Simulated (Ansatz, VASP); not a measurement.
# LiV in VASP and in Ansatz

Contents of INCAR:

```
SYSTEM = LiV
ALGO     = Normal         ! electronic algorithm
EDIFF    = 1E-7           ! SCF threshold, eV
EDIFFG   = -0.04          ! ionic threshold
ENCUT    = 600            ! plane-wave cutoff, eV
GGA      = PE             ! functional
IBRION   = 2              ! ionic algorithm
ISIF     = 3              ! what is computed and relaxed
ISMEAR   = 0              ! smearing method
ISPIN    = 2              ! spin polarisation
LASPH    = .True.         ! aspherical terms in the spheres
LCHARG   = .False.        ! write CHGCAR
LMAXMIX  = 4              ! l up to which the mixer works
LORBIT   = 11             ! projections on sites
LREAL    = .False.        ! projectors in reciprocal space
LWAVE    = .False.        ! write WAVECAR
MAGMOM   = 0.17 0.17 1.87 1.87 ! initial moments
NELM     = 150            ! most SCF steps
NSW      = 90             ! ionic steps
PREC     = Accurate       ! precision mode
SIGMA    = 0.1            ! smearing width, eV
```

File KPOINTS:

```
k-points
0
Gamma
  6 6 4
  0 0 0
```

Contents of POSCAR:

```
LiV
1.0
    3.4108439597      0.0000000000      0.0000000000
   -1.7054219798      2.9538775174      0.0000000000
    0.0000000000      0.0000000000      5.4623489776
Li V
2 2
Direct
    0.3333333333      0.6666666667      0.0000000000
    0.6666666667      0.3333333333      0.5000000000
    0.3333333333      0.6666666667      0.3821000000
    0.6666666667      0.3333333333      0.8821000000
```

Input for Ansatz:

```yaml
crystal:
  lattice:
    - [3.4108439597, 0.0, 0.0]
    - [-1.7054219798, 2.9538775174, 0.0]
    - [0.0, 0.0, 5.4623489776]
  atoms:
    - { symbol: Li, position: [0.3333333333, 0.6666666667, 0.0], spin: 0.17 }
    - { symbol: Li, position: [0.6666666667, 0.3333333333, 0.5], spin: 0.17 }
    - { symbol: V, position: [0.3333333333, 0.6666666667, 0.3821], spin: 1.87 }
    - { symbol: V, position: [0.6666666667, 0.3333333333, 0.8821], spin: 1.87 }
basis:
  ecutwfc: 420
kpoints:
  mp_grid: { grid: [6, 6, 4] }
hamiltonian:
  xc: pbe
scf:
  occupations: { method: gaussian, width: 0.1 }
  lower_state_search: "off"
output:
  forces: true
  stress: true
  eigenvalues: true
  populations: true
magnetization:
  spin_polarized: true
relax:
  adjacent_minimum: "off"
  f_tol: 0.04
  max_steps: 70
  cell: { stress_tol: 0.4 }
```

Alike in both runs: task relaxation of cell and atoms; functional PBE; k mesh 6 × 6 × 4; occupations gaussian, width 0.1 eV; collinear spin.

|  | VASP | Ansatz |
| --- | --- | --- |
| version | VASP 6.6.1 | Ansatz 0.2.0 |
| potentials or method | VASP PAW PBE potentials, release 64 (Li_sv, V_sv), cutoff 600 eV | scalar-relativistic, plane waves, PAW |
| valence electrons in the cell | 32 | 32 |

```tsv
	VASP	Ansatz	Ansatz less VASP
gap on the k mesh at the Fermi level, each at its own relaxed structure (eV)	none	none	-
net moment per atom (μB)	2.02	2.03	+0.014
size of the moment on the site where the two differ most (μB)	2.99	2.84	-0.150
relaxed volume (Å³/atom)	20.84	22.85	+2.010
relaxed length of the cell vector where the two differ most in proportion (Å)	4.315	4.496	+0.1814
```

Site moments also hang on the region over which each program counts them. A gap of «none» marks a metal or a gap that the smearing closes. One of these differences is far larger than is usual between the two programs; its cause wasn't traced.

Noted on VASP's run: the cutoff is under 1.25 times that of the potentials, so the pressure is a little rough; the volume moved by over 15 % at a fixed basis, so the end points are rough; too few bands were computed for a metal, which touches its energy and stress.
